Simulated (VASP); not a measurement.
# Al31SbN32 (a cell with a defect) in VASP: single point with PBEsol

Aim: the single point of Al31SbN32 (a cell with a defect) with PBEsol.

Program: VASP 6.6.1. These are calculated values, not measurements. Logs are shortened: lines on timing, memory, paths and dates and some standing lists are left out, and cuts for length are marked.

### Step 1. The cell of the first run

The cell holds a defect, 64 atoms: a = 8.755 Å, b = 8.755 Å, c = 8.755 Å, α = 90.00°, β = 90.00°, γ = 90.00°.

### Step 2. Single point, PBEsol

INCAR

```
PREC = Accurate
ENCUT = 520
EDIFF = 1E-6
ISMEAR = -1
SIGMA = 0.05
LREAL = Auto
LASPH = T
NELM = 120
ALGO = Normal
ISIF = 2
LWAVE = F
LCHARG = F
GGA = PS
NBANDS = 167
GGA_COMPAT = F
KPAR = 2
NCORE = 2
```

KPOINTS

```
Automatic mesh
0
Gamma
  2 2 2
  0.5 0.5 0.5
```

POSCAR

```
Al31SbN32
1.0
    8.7554440000      0.0000000000      0.0000000000
    0.0000000000      8.7554440000      0.0000000000
    0.0000000000      0.0000000000      8.7554440000
Al Sb N
31 1 32
Direct
    0.0001860000      0.0006190000      0.0001270000
    0.9986040000      0.9990650000      0.5008820000
    0.9986800000      0.5014710000      0.9985330000
    0.0004860000      0.5012100000      0.5006380000
    0.5010440000      0.9991320000      0.9985230000
    0.5007610000      0.0009110000      0.5006530000
    0.5007710000      0.5012210000      0.0003730000
    0.2500720000      0.2505040000      0.0000740000
    0.2487900000      0.2492340000      0.5002080000
    0.2492860000      0.7525930000      0.0004300000
    0.2445190000      0.7609560000      0.5017150000
    0.7521560000      0.2497290000      0.0004330000
    0.7604850000      0.2449830000      0.5017260000
    0.7502510000      0.7506780000      0.9986560000
    0.7493600000      0.7498120000      0.4964810000
    0.2501310000      0.0004470000      0.2500140000
    0.2492500000      0.0010070000      0.7520790000
    0.2490300000      0.5008250000      0.2488270000
    0.2444640000      0.5022020000      0.7604960000
    0.7521520000      0.0010410000      0.2491570000
    0.7502460000      0.9991800000      0.7501360000
    0.7605510000      0.5022950000      0.2443600000
    0.7493740000      0.4971260000      0.7492260000
    0.0000090000      0.2505760000      0.2500330000
    0.0005810000      0.2497020000      0.7520790000
    0.0005970000      0.7525940000      0.2491650000
    0.9987220000      0.7506770000      0.7501350000
    0.5003460000      0.2494520000      0.2488130000
    0.5017760000      0.2449050000      0.7605040000
    0.5018440000      0.7610180000      0.2443340000
    0.4966860000      0.7498370000      0.7492270000
    0.4768970000      0.4774000000      0.4768910000
    0.1253800000      0.1258370000      0.1253620000
    0.1232220000      0.1236770000      0.6260270000
    0.1232950000      0.6266060000      0.1231370000
    0.1270630000      0.6266650000      0.6261460000
    0.6261590000      0.1237610000      0.1231450000
    0.6262330000      0.1274780000      0.6261750000
    0.6262400000      0.6266840000      0.1269800000
    0.6192880000      0.6197160000      0.6190370000
    0.3761750000      0.3766170000      0.1230270000
    0.3612990000      0.3617280000      0.6554250000
    0.3744490000      0.8795680000      0.1209580000
    0.3750840000      0.8780550000      0.6269570000
    0.8791020000      0.3749120000      0.1210010000
    0.8776140000      0.3755300000      0.6269570000
    0.8748950000      0.8753310000      0.1234430000
    0.8725900000      0.8730150000      0.6249170000
    0.3761840000      0.1236670000      0.3760550000
    0.3743960000      0.1216320000      0.8790240000
    0.3613850000      0.6562280000      0.3611040000
    0.3751350000      0.6274470000      0.8774310000
    0.8790570000      0.1216250000      0.3743450000
    0.8749000000      0.1239960000      0.8747910000
    0.8776040000      0.6274810000      0.3749740000
    0.8725970000      0.6254910000      0.8725150000
    0.1232220000      0.3766320000      0.3760510000
    0.1211970000      0.3748390000      0.8790190000
    0.1211370000      0.8795340000      0.3743520000
    0.1235200000      0.8753370000      0.8747830000
    0.6556590000      0.3618860000      0.3612030000
    0.6270090000      0.3755750000      0.8774350000
    0.6270350000      0.8780680000      0.3749620000
    0.6250630000      0.8730190000      0.8725100000
```

Potentials or basis: VASP PAW PBE potentials, release 64 (Al, Sb, N).

The run is started by

```bash
cat potpaw_PBE.64/Al/POTCAR potpaw_PBE.64/Sb/POTCAR potpaw_PBE.64/N/POTCAR > POTCAR
mpirun -np 4 vasp_std > vasp.out
```

OUTCAR:

```text
PREC = Accurate
   ENCUT = 520
   EDIFF = 1E-6
   ISMEAR = -1
   LREAL = Auto
   LASPH = T
   NELM = 120
   ISIF = 2
   GGA = PS

 ion  position               nearest neighbor table
   1  0.000  0.001  0.000-  47 1.89  60 1.89  54 1.89  33 1.90  26 3.08  20 3.08  17 3.08  10 3.08
                            25 3.08  12 3.08   8 3.09  16 3.09  24 3.09  14 3.09  21 3.10  27 3.10
   2  0.999  0.999  0.501-  59 1.86  53 1.86  34 1.89  48 1.90  11 3.00  13 3.00  21 3.08  27 3.08
                            20 3.08  26 3.08  15 3.09   9 3.10  25 3.11  17 3.11  24 3.11  16 3.11
   3  0.999  0.501  0.999-  45 1.86  58 1.86  35 1.89  56 1.90  19 3.00  22 3.00  27 3.08  14 3.08
                            25 3.08  12 3.08  23 3.09  18 3.10  10 3.11  26 3.11   8 3.11  24 3.11
   4  0.000  0.501  0.501-  57 1.88  55 1.89  46 1.90  36 1.91  22 3.07  13 3.07  27 3.09  23 3.09
                            15 3.09   9 3.10  18 3.10  24 3.10  26 3.11  25 3.11  11 3.12  19 3.12
   5  0.501  0.999  0.999-  43 1.86  50 1.86  37 1.89  64 1.90  29 3.00  30 3.00  21 3.08  14 3.08
                            17 3.08  10 3.09  31 3.09  28 3.10  12 3.11  20 3.11   8 3.11  16 3.11
   6  0.501  0.001  0.501-  49 1.88  63 1.89  44 1.89  38 1.91  11 3.07  30 3.07  21 3.09  31 3.09
                            15 3.09   9 3.10  28 3.10  16 3.10  20 3.11  17 3.11  13 3.12  29 3.12
   7  0.501  0.501  0.000-  41 1.88  52 1.89  62 1.89  39 1.91  19 3.07  29 3.07  14 3.09  23 3.09
                            31 3.09  18 3.10  28 3.10   8 3.10  10 3.11  12 3.11  30 3.12  22 3.12
   8  0.250  0.251  0.000-  50 1.89  58 1.89  33 1.89  41 1.90  29 3.04  19 3.04  25 3.08  17 3.08
                            28 3.09  18 3.09   1 3.09  16 3.10  24 3.10   7 3.10   5 3.11   3 3.11
   9  0.249  0.249  0.500-  34 1.91  49 1.91  57 1.91  42 1.95  32 2.83  24 3.09  16 3.09  25 3.10
[... 77 lines left out ...]
  63  0.627  0.878  0.375-  15 1.88  30 1.89  20 1.89   6 1.89
  64  0.625  0.873  0.873-  14 1.89  21 1.89  31 1.90   5 1.90

  LATTYP: Found a simple cubic cell.
 ALAT       =     8.7554440000

  Lattice vectors:

 A1 = (   8.7554440000,   0.0000000000,   0.0000000000)
 A2 = (   0.0000000000,   8.7554440000,   0.0000000000)
 A3 = (   0.0000000000,   0.0000000000,   8.7554440000)

Analysis of symmetry for initial positions (statically):
=====================================================================
 Subroutine PRICEL returns:
 Original cell was already a primitive cell.

 Routine SETGRP: Setting up the symmetry group for a
 simple cubic supercell.

 Subroutine GETGRP returns: Found  1 space group operations
 (whereof  1 operations were pure point group operations)
 out of a pool of 48 trial point group operations.

The static configuration has the point symmetry C_1 .

Analysis of symmetry for dynamics (positions and initial velocities):
=====================================================================
 Subroutine PRICEL returns:
 Original cell was already a primitive cell.
[... 225 lines left out ...]
   EFERMI =   0.00;   METHOD = LEGACY
   ISMEAR =    -1;   SIGMA  =   0.05  broadening in eV -4-tet -1-fermi 0-gaus
   EFERMI_NEDOS =   21; number of points for ismear=-14 and -15
   IALGO  =     38    algorithm
   IMIX   =      4    mixing-type and parameters
     AMIX     =   0.40;   BMIX     =  1.00
     AMIX_MAG =   1.60;   BMIX_MAG =  1.00
  volume/ion in A,a.u.               =      10.49        70.77
  Fermi-wavevector in a.u.,A,eV,Ry     =   1.190337  2.249411 19.278121  1.416902
  Thomas-Fermi vector in A             =   2.326424
   LORBIT       =      0    0 simple, 1 ext, 2 COOP (PROOUT), +10 PAW based schemes
   GGA     = PS    functional components
   LHFCALC =     F    Hartree Fock is set to
   AEXX    =    0.0000 exact exchange contribution
   IVDW    =     0    specifies the selected vdW correction
   LEPSILON=     F    determine dielectric tensor
   LRPA    =     F    only Hartree local field effects (RPA)
 non-spin polarized calculation
  energy-cutoff  :      520.00
  volume of cell :      671.17
 maximum number of plane-waves:     18052
 NGX is ok and might be reduce to    70
   NGX = 33   NGY = 33   NGZ = 33

 number of electron     257.9999991 magnetization

 Free energy of the ion-electron system (eV)
  ---------------------------------------------------
  ext. energy  EPLUGINS =         0.00000000
  ---------------------------------------------------
  free energy    TOTEN  =      -493.38323899 eV

  energy without entropy =     -493.38323386  energy(sigma->0) =     -493.38323642

 E-fermi :   9.1996     XC(G=0): -11.1669

 val. band max:        8.5505825546   @ k =   0.2500  -0.2500   0.2500
 cond. band min:       9.8556720035   @ k =  -0.2500   0.2500   0.2500
 fundamental gap:      1.3050894489
 Fermi energy:         9.1995532377

 k-point     1 :       0.2500    0.2500    0.2500
  band No.  band energies     occupation
      1      -8.8582      2.00000
      2      -8.3262      2.00000
      3      -8.1847      2.00000
      4      -8.1841      2.00000
      5      -7.7462      2.00000
      6      -7.6953      2.00000
[... 565 lines left out ...]
    140      11.6652      0.00000
    141      11.7754      0.00000
 [bands above 141 left out]

------------------------ aborting loop because EDIFF is reached ----------------------------------------

  FORCE on cell =-STRESS in cart. coord.  units (eV):
  Direction    XX          YY          ZZ          XY          YZ          ZX
  --------------------------------------------------------------------------------------
  -------------------------------------------------------------------------------------
  Total       13.0169983     13.0286387     13.0243403     -5.0914541     -5.1821406     -5.1911950
  in kB       31.0732664     31.1010534     31.0907927    -12.1539624    -12.3704428    -12.3920569
  external PRESSURE =      31.0883708 kB  Pullay stress =       0.0000000 kB

 VOLUME and BASIS-vectors are now :
 -----------------------------------------------------------------------------
  energy-cutoff  :      520.00
  volume of cell :      671.17
      direct lattice vectors                 reciprocal lattice vectors
     8.755444000  0.000000000  0.000000000     0.114214653  0.000000000  0.000000000
     0.000000000  8.755444000  0.000000000     0.000000000  0.114214653  0.000000000
     0.000000000  0.000000000  8.755444000     0.000000000  0.000000000  0.114214653

 POSITION                                       TOTAL-FORCE (eV/Angst)
 -----------------------------------------------------------------------------------
      0.00163      0.00542      0.00111         0.024646      0.026460      0.021171
      8.74322      8.74726      4.38544         0.031087      0.033066      0.032429
      8.74389      4.39060      8.74260         0.027641      0.029679      0.030103
      0.00426      4.38832      4.38331         0.025673      0.007404      0.010682
      4.38686      8.74784      8.74251         0.027638      0.029648      0.030539
      4.38438      0.00798      4.38344         0.007822      0.028690      0.008140
[... 56 lines left out ...]
      5.48997      7.68788      3.28296        -0.016909     -0.025876     -0.020829
      5.47270      7.64367      7.63921        -0.030997     -0.017258     -0.023122
 -----------------------------------------------------------------------------------
    total drift:                                0.000039      0.017044      0.001144

  FREE ENERGIE OF THE ION-ELECTRON SYSTEM (eV)
  ---------------------------------------------------
  free  energy   TOTEN  =      -493.3832389858 eV

  energy  without entropy=     -493.3832338576  energy(sigma->0) =     -493.38323642
```

Run time: 4.7 min. Hardware: 4 MPI ranks of Intel Xeon Platinum 8488C (Sapphire Rapids), shared host; peak memory 0.49 GiB.

Results:

```yaml
Free_energy: -493.3832 eV
Pressure: 3.1 GPa
Largest_force: 0.146 eV/Å
Band_gap_on_the_k_mesh: 1.31 eV
```

Forces on the atoms (eV/Å):
```
Al   0.025  0.026  0.021
Al   0.031  0.033  0.032
Al   0.028  0.030  0.030
Al   0.026  0.007  0.011
Al   0.028  0.030  0.031
Al   0.008  0.029  0.008
Al   0.011  0.008  0.021
Al   0.026  0.028  0.044
Al   0.054  0.055 -0.015
Al   0.014  0.008  0.029
Al   0.029  0.022  0.035
Al   0.008  0.015  0.030
Al   0.020  0.029  0.037
Al   0.009  0.010  0.028
Al   0.011  0.013  0.023
Al   0.025  0.058  0.024
Al   0.011  0.033  0.005
Al   0.033 -0.016  0.040
Al   0.040  0.038  0.003
Al   0.007  0.031  0.011
Al   0.012  0.027  0.010
Al   0.019  0.039  0.031
Al   0.011  0.021  0.014
Al   0.056  0.026  0.021
Al   0.031  0.011  0.005
Al   0.030  0.006  0.011
Al   0.030  0.010  0.008
Al  -0.015  0.037  0.043
Al   0.037  0.039  0.003
Al   0.041  0.025  0.026
Al   0.020  0.006  0.011
Sb  -0.078 -0.075 -0.098
N   -0.028 -0.030 -0.025
N   -0.033 -0.035 -0.014
N   -0.030 -0.021 -0.029
N   -0.035 -0.014 -0.013
N   -0.020 -0.033 -0.030
N   -0.016 -0.033 -0.016
N   -0.012 -0.012 -0.043
N    0.004  0.009  0.021
N   -0.031 -0.029 -0.067
N    0.026  0.023  0.063
N   -0.021 -0.019 -0.030
N   -0.019 -0.027 -0.021
N   -0.019 -0.024 -0.032
N   -0.026 -0.018 -0.021
N   -0.022 -0.021 -0.015
N   -0.024 -0.021 -0.029
N   -0.032 -0.078 -0.033
N   -0.022 -0.043 -0.016
N    0.016  0.037  0.044
N   -0.024 -0.013 -0.022
N   -0.017 -0.036 -0.020
N   -0.020 -0.023 -0.019
N   -0.023 -0.017 -0.022
N   -0.021 -0.032 -0.025
N   -0.076 -0.031 -0.034
N   -0.043 -0.023 -0.014
N   -0.033 -0.019 -0.022
N   -0.018 -0.022 -0.019
N    0.044  0.013  0.036
N   -0.014 -0.023 -0.021
N   -0.017 -0.026 -0.021
N   -0.031 -0.017 -0.023
```

Caveat: the PAW data sets were made with another functional, which shifts forces and pressure a little; spin-orbit coupling is left out, which moves the levels of the heavy elements.
